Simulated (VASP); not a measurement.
A run of VASP 6.6.1 is set up as follows.

The input INCAR:

```
SYSTEM = Eu3MgB
PREC = Accurate
ENCUT = 520
EDIFF = 1E-7
ISMEAR = 0
SIGMA = 0.1
LREAL = .FALSE.
LASPH = .TRUE.
NELM = 150
ALGO = Normal
ISIF = 2
LWAVE = .FALSE.
LCHARG = .FALSE.
ISPIN = 2
MAGMOM = 7 7 7 0 0
LORBIT = 11
LMAXMIX = 6
GGA = PE
NBANDS = 40
```

Contents of KPOINTS:

```
Automatic mesh
0
G
  3 3 4
  0 0 0
```

POSCAR

```
Eu3MgB
1.0
    5.7586827800      0.0000000000      0.0000000000
   -2.8793413900      4.9871655800      0.0000000000
    0.0000000000      0.0000000000      3.8921288400
Eu Mg B
3 1 1
Direct
    0.5000000000      0.0000000000      0.0000000000
    0.0000000000      0.5000000000      0.0000000000
    0.5000000000      0.5000000000      0.0000000000
    0.0000000000      0.0000000000      0.0000000000
    0.0000000000      0.0000000000      0.5000000000
```

Potentials or basis: VASP PAW PBE potentials, release 64 (Eu, Mg, B).

The run is started by

```sh
$ cat potpaw_PBE.64/Eu/POTCAR potpaw_PBE.64/Mg/POTCAR potpaw_PBE.64/B/POTCAR > POTCAR
$ mpirun -np 1 vasp_std > vasp.out
```

Question: Predict the pressure.

Answer: 16.4 GPa.

Question: What does it give for the site moments?

Answer: Eu +6.97; Mg +0.03; B -0.18 μB.

Question: What does it give for the net moment?

Answer: 22.93 μB per cell.

Stress tensor (GPa, compression positive):
```
19.04  0.00  0.00
 0.00 19.04  0.00
 0.00  0.00 11.06
```

Caveat: the k points lie up to 0.42 Å⁻¹ apart. The state reached can hang on the start; a lower one may exist.
